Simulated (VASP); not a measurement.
# SnO2 in VASP: notebook

Runs on SnO2. Level: PBE. Tasks: single point.

Everything below comes from runs of VASP 6.6.1. Logs are shortened: lines on timing, memory, paths and dates and some standing lists are left out, and cuts for length are marked.

## 1. The cell of the first run

The typed cell holds 6 atoms: a = 4.828 Å, b = 4.828 Å, c = 3.238 Å, α = 90.00°, β = 90.00°, γ = 90.00°.

## 2. Single point, PBE

File INCAR:

```
PREC = Accurate
ENCUT = 520
EDIFF = 1E-7
ISMEAR = 0
SIGMA = 0.05
LREAL = F
LASPH = T
NELM = 80
ALGO = Normal
ISIF = 2
LWAVE = F
LCHARG = F
GGA = PE
NBANDS = 35
```

File KPOINTS:

```
regular mesh
0
Gamma
  6 6 8
```

File POSCAR:

```
SnO2
1.0
    4.8277933061      0.0000000000      0.0000000000
    0.0000000000      4.8278069700      0.0000000000
    0.0000000000      0.0000000000      3.2379014612
Sn O
2 4
Direct
    0.5000000000      0.5000000000      0.5000000000
    0.0000000000      0.0000000000      0.0000000000
    0.3285422861      0.3286001785      0.0000000000
    0.8285422861      0.1713998215      0.5000000000
    0.1714577139      0.8286001785      0.5000000000
    0.6714577139      0.6713998215      0.0000000000
```

Potentials or basis: VASP PAW PBE potentials, release 64 (Sn_d, O).

Launch:

```console
cat potpaw_PBE.64/Sn_d/POTCAR potpaw_PBE.64/O/POTCAR > POTCAR
mpirun -np 1 vasp_std > vasp.out
```

OUTCAR:

```text
PREC = Accurate
   ENCUT = 520
   EDIFF = 1E-7
   ISMEAR = 0
   LREAL = F
   LASPH = T
   NELM = 80
   ISIF = 2
   GGA = PE

 ion  position               nearest neighbor table
   1  0.500  0.500  0.500-   3 2.00   6 2.00   3 2.00   6 2.00   5 2.24   4 2.24
   2  0.000  0.000  0.000-   4 2.00   5 2.00   4 2.00   5 2.00   3 2.24   6 2.24
   3  0.329  0.329  0.000-   1 2.00   1 2.00   2 2.24
   4  0.829  0.171  0.500-   2 2.00   2 2.00   1 2.24
   5  0.171  0.829  0.500-   2 2.00   2 2.00   1 2.24
   6  0.671  0.671  0.000-   1 2.00   1 2.00   2 2.24

  LATTYP: Found a simple tetragonal cell.
 ALAT       =     4.8277933061
 C/A-ratio  =     0.6706793883

  Lattice vectors:

 A1 = (   4.8277933061,   0.0000000000,   0.0000000000)
 A2 = (   0.0000000000,   4.8278069700,   0.0000000000)
 A3 = (   0.0000000000,   0.0000000000,   3.2379014612)

Analysis of symmetry for initial positions (statically):
=====================================================================
 Subroutine PRICEL returns:
 Original cell was already a primitive cell.

 Routine SETGRP: Setting up the symmetry group for a
 simple tetragonal supercell.

 Subroutine GETGRP returns: Found  8 space group operations
 (whereof  4 operations were pure point group operations)
 out of a pool of 16 trial point group operations.

The static configuration has the point symmetry C_2h.
 The point group associated with its full space group is D_2h.

Analysis of symmetry for dynamics (positions and initial velocities):
=====================================================================
 Subroutine PRICEL returns:
 Original cell was already a primitive cell.

 Routine SETGRP: Setting up the symmetry group for a
 simple tetragonal supercell.

 Subroutine GETGRP returns: Found  8 space group operations
 (whereof  4 operations were pure point group operations)
 out of a pool of 16 trial point group operations.

The dynamic configuration has the point symmetry C_2h.
 The point group associated with its full space group is D_2h.

 Subroutine INISYM returns: Found  8 space group operations
 (whereof  4 operations are pure point group operations),
 and found     1 'primitive' translations

----------------------------------------------------------------------------------------

                                     Primitive cell

  volume of cell :      75.4679

[... 98 lines left out ...]
   EDIFFG = 0.1E-05   stopping-criterion for IOM
   NSW    =      0    number of steps for IOM
   IBRION =     -1    ionic relax: 0-MD 1-quasi-New 2-CG
   NFREE  =      0    steps in history (QN), initial steepest desc. (CG)
   ISIF   =      2    stress and relaxation
   ISYM   =      2    0-nonsym 1-usesym 2-fastsym
   POTIM  = 0.5000    time-step for ionic-motion
   TEBEG  =    0.0;   TEEND  =   0.0 temperature during run
   PSTRESS=    0.0 pullay stress
   NELECT =      52.0000    total number of electrons
   NUPDOWN=      -1.0000    fix difference up-down
   EMIN   =  10.00;   EMAX   =-10.00  energy-range for DOS
   EFERMI =   0.00;   METHOD = LEGACY
   ISMEAR =     0;   SIGMA  =   0.05  broadening in eV -4-tet -1-fermi 0-gaus
   EFERMI_NEDOS =   21; number of points for ismear=-14 and -15
   IALGO  =     38    algorithm
   IMIX   =      4    mixing-type and parameters
     AMIX     =   0.40;   BMIX     =  1.00
     AMIX_MAG =   1.60;   BMIX_MAG =  1.00
  volume/ion in A,a.u.               =      12.58        84.88
  Fermi-wavevector in a.u.,A,eV,Ry     =   1.445956  2.732461 28.446926  2.090790
  Thomas-Fermi vector in A             =   2.564080
   LORBIT       =      0    0 simple, 1 ext, 2 COOP (PROOUT), +10 PAW based schemes
   GGA     = PE    functional components
   LHFCALC =     F    Hartree Fock is set to
   AEXX    =    0.0000 exact exchange contribution
   IVDW    =     0    specifies the selected vdW correction
   LEPSILON=     F    determine dielectric tensor
   LRPA    =     F    only Hartree local field effects (RPA)
 non-spin polarized calculation
 Gauss-broadening in eV      SIGMA  =   0.05
  energy-cutoff  :      520.00
  volume of cell :       75.47
 maximum number of plane-waves:      2068
   NGX = 17   NGY = 17   NGZ = 13

 number of electron      52.0000031 magnetization

 Free energy of the ion-electron system (eV)
  ---------------------------------------------------
  ext. energy  EPLUGINS =         0.00000000
  ---------------------------------------------------
  free energy    TOTEN  =       -36.28253433 eV

  energy without entropy =      -36.28253433  energy(sigma->0) =      -36.28253433

 E-fermi :   5.7711     XC(G=0): -10.9216

 val. band max:        5.4771880193   @ k =   0.0000   0.0000   0.0000
 cond. band min:       6.5544969552   @ k =   0.0000   0.0000   0.0000
 fundamental gap:      1.0773089359
 Fermi energy:         5.7710725013

 k-point     1 :       0.0000    0.0000    0.0000
  band No.  band energies     occupation
      1     -15.6121      2.00000
      2     -15.2122      2.00000
      3     -14.5923      2.00000
      4     -14.5923      2.00000
      5     -14.5437      2.00000
      6     -14.4819      2.00000
[... 901 lines left out ...]
     34      17.0499      0.00000
     35      18.1896      0.00000

 [... further k-points ...]

------------------------ aborting loop because EDIFF is reached ----------------------------------------

  FORCE on cell =-STRESS in cart. coord.  units (eV):
  Direction    XX          YY          ZZ          XY          YZ          ZX
  --------------------------------------------------------------------------------------
  -------------------------------------------------------------------------------------
  Total        4.0397674      4.0349900      6.9468964     -0.0000000      0.0000000      0.0000000
  in kB       85.7639442     85.6625216    147.4820656     -0.0000000      0.0000000      0.0000000
  external PRESSURE =     106.3028438 kB  Pullay stress =       0.0000000 kB

 VOLUME and BASIS-vectors are now :
 -----------------------------------------------------------------------------
  energy-cutoff  :      520.00
  volume of cell :       75.47
      direct lattice vectors                 reciprocal lattice vectors
     4.827793306  0.000000000  0.000000000     0.207133971  0.000000000  0.000000000
     0.000000000  4.827806970  0.000000000     0.000000000  0.207133385  0.000000000
     0.000000000  0.000000000  3.237901461     0.000000000  0.000000000  0.308842011

 POSITION                                       TOTAL-FORCE (eV/Angst)
 -----------------------------------------------------------------------------------
      2.41390      2.41390      1.61895         0.000000      0.000000      0.000000
      0.00000      0.00000      0.00000         0.000000      0.000000      0.000000
      1.58613      1.58642      0.00000        -2.558660     -2.558346      0.000000
      4.00003      0.82749      1.61895        -2.558660      2.558346      0.000000
      0.82776      4.00032      1.61895         2.558660     -2.558346     -0.000000
      3.24166      3.24139      0.00000         2.558660      2.558346     -0.000000
 -----------------------------------------------------------------------------------
    total drift:                                0.000000      0.000000      0.000000

  FREE ENERGIE OF THE ION-ELECTRON SYSTEM (eV)
  ---------------------------------------------------
  free  energy   TOTEN  =       -36.2825343287 eV

  energy  without entropy=      -36.2825343287  energy(sigma->0) =      -36.28253433
```

stdout:

```text
POSCAR found type information on POSCAR SnO
 POSCAR found :  2 types and       6 ions
 scaLAPACK will be used
 LDA part: xc-table for (Slater+PW92), standard interpolation
 POSCAR, INCAR and KPOINTS ok, starting setup
 FFT: planning ... GRIDC
 FFT: planning ... GRID_SOFT
 FFT: planning ... GRID
 WAVECAR not read
 entering main loop
```

Wall time 87 s (1 thread of Intel Xeon Platinum 8559C (Emerald Rapids), shared host); peak memory 0.29 GiB.

Results:

| Property | Result |
| --- | --- |
| Free energy | -36.2825 eV |
| Pressure | 10.6 GPa |
| Largest force | 3.618 eV/Å |
| Band gap on the k mesh | 1.08 eV |

Forces on the atoms (eV/Å):
```
Sn   0.000  0.000  0.000
Sn   0.000  0.000  0.000
O   -2.559 -2.558  0.000
O   -2.559  2.558  0.000
O    2.559 -2.558  0.000
O    2.559  2.558  0.000
```

Stress tensor (GPa, compression positive):
```
 8.58  0.00  0.00
 0.00  8.57  0.00
 0.00  0.00 14.75
```

Caveat: the stress differs along the axes, from 9 to 15 GPa; spin-orbit coupling is left out, which moves the levels of the heavy elements; forces of over 1 eV/Å act on the atoms, so gaps and moduli don't describe the material at rest.

## 3. Single point, PBE

File INCAR:

```
PREC     = Accurate       # precision mode
ENCUT    = 520            # plane-wave cutoff, eV
EDIFF    = 1E-6           # SCF threshold, eV
ISMEAR   = 0              # smearing method
SIGMA    = 0.05           # smearing width, eV
LREAL    = F              # projectors in reciprocal space
LASPH    = T              # aspherical terms in the spheres
NELM     = 100            # most SCF steps
ALGO     = Normal         # electronic algorithm
ISIF     = 2              # what is computed and relaxed
LWAVE    = F              # write WAVECAR
LCHARG   = T              # write CHGCAR
GGA      = PE             # functional
LELF     = T              # ELF
LVHAR    = T            
NBANDS   = 35             # bands
```

File KPOINTS:

```
Automatic mesh
0
Gamma
  6 6 8
```

File POSCAR:

```
SnO2
1.0
    4.8023404495      0.0000000000      0.0000000000
    0.0000000000      4.8023540414      0.0000000000
    0.0000000000      0.0000000000      3.2723147823
Sn O
2 4
Direct
    0.5000000000      0.5000000000      0.5000000000
    0.0000000000      0.0000000000      0.0000000000
    0.2919258790      0.2919837714      0.0000000000
    0.7919258790      0.2080162286      0.5000000000
    0.2080741210      0.7919837714      0.5000000000
    0.7080741210      0.7080162286      0.0000000000
```

Potentials or basis: VASP PAW PBE potentials, release 64 (Sn_d, O).

Launch:

```console
cat potpaw_PBE.64/Sn_d/POTCAR potpaw_PBE.64/O/POTCAR > POTCAR
mpirun -np 1 vasp_std > vasp.out
```

OUTCAR:

```text
PREC = Accurate
   ENCUT = 520
   EDIFF = 1E-6
   ISMEAR = 0
   LREAL = F
   LASPH = T
   NELM = 100
   ISIF = 2
   GGA = PE

 ion  position               nearest neighbor table
   1  0.500  0.500  0.500-   4 1.98   5 1.98   3 2.16   6 2.16   3 2.16   6 2.16
   2  0.000  0.000  0.000-   3 1.98   6 1.98   5 2.16   4 2.16   4 2.16   5 2.16
   3  0.292  0.292  0.000-   2 1.98   1 2.16   1 2.16
   4  0.792  0.208  0.500-   1 1.98   2 2.16   2 2.16
   5  0.208  0.792  0.500-   1 1.98   2 2.16   2 2.16
   6  0.708  0.708  0.000-   2 1.98   1 2.16   1 2.16

  LATTYP: Found a simple tetragonal cell.
[... 1119 lines left out ...]
  -------------------------------------------------------------------------------------
  Total        1.0430466      1.0468267     -1.7439310     -0.0000000      0.0000000      0.0000000
  in kB       22.1437971     22.2240497    -37.0235190     -0.0000000      0.0000000      0.0000000
  external PRESSURE =       2.4481093 kB  Pullay stress =       0.0000000 kB

 VOLUME and BASIS-vectors are now :
 -----------------------------------------------------------------------------
  energy-cutoff  :      520.00
  volume of cell :       75.47
      direct lattice vectors                 reciprocal lattice vectors
     4.802340449  0.000000000  0.000000000     0.208231801  0.000000000  0.000000000
     0.000000000  4.802354041  0.000000000     0.000000000  0.208231211  0.000000000
     0.000000000  0.000000000  3.272314782     0.000000000  0.000000000  0.305594072

 POSITION                                       TOTAL-FORCE (eV/Angst)
 -----------------------------------------------------------------------------------
      2.40117      2.40118      1.63616         0.000000      0.000000      0.000000
      0.00000      0.00000      0.00000         0.000000      0.000000      0.000000
      1.40193      1.40221      0.00000         1.372100      1.371908      0.000000
      3.80310      0.99897      1.63616         1.372100     -1.371908      0.000000
      0.99924      3.80339      1.63616        -1.372100      1.371908      0.000000
      3.40041      3.40014      0.00000        -1.372100     -1.371908     -0.000000
 -----------------------------------------------------------------------------------
    total drift:                                0.000000      0.000000      0.000000

  FREE ENERGIE OF THE ION-ELECTRON SYSTEM (eV)
  ---------------------------------------------------
  free  energy   TOTEN  =       -36.9100649658 eV

  energy  without entropy=      -36.9100649632  energy(sigma->0) =      -36.91006496
```

Wall time 91 s (1 thread of Intel Xeon Platinum 8559C (Emerald Rapids), shared host); peak memory 0.29 GiB.

Results:

| Item | Value |
| --- | --- |
| Free energy | -36.9101 eV |
| Pressure | 0.2 GPa |
| Largest force | 1.940 eV/Å |
| Band gap on the k mesh | 0.34 eV |

Forces in eV/Å, atoms in the order of the input:
```
Sn   0.000  0.000  0.000
Sn   0.000  0.000  0.000
O    1.372  1.372  0.000
O    1.372 -1.372  0.000
O   -1.372  1.372  0.000
O   -1.372 -1.372  0.000
```

Caveat: the stress differs along the axes, from -4 to 2 GPa; semilocal functionals underestimate gaps, and a narrow one can read as zero; spin-orbit coupling is left out, which moves the levels of the heavy elements; forces of over 1 eV/Å act on the atoms, so gaps and moduli don't describe the material at rest.

[end of part 1 of 2]
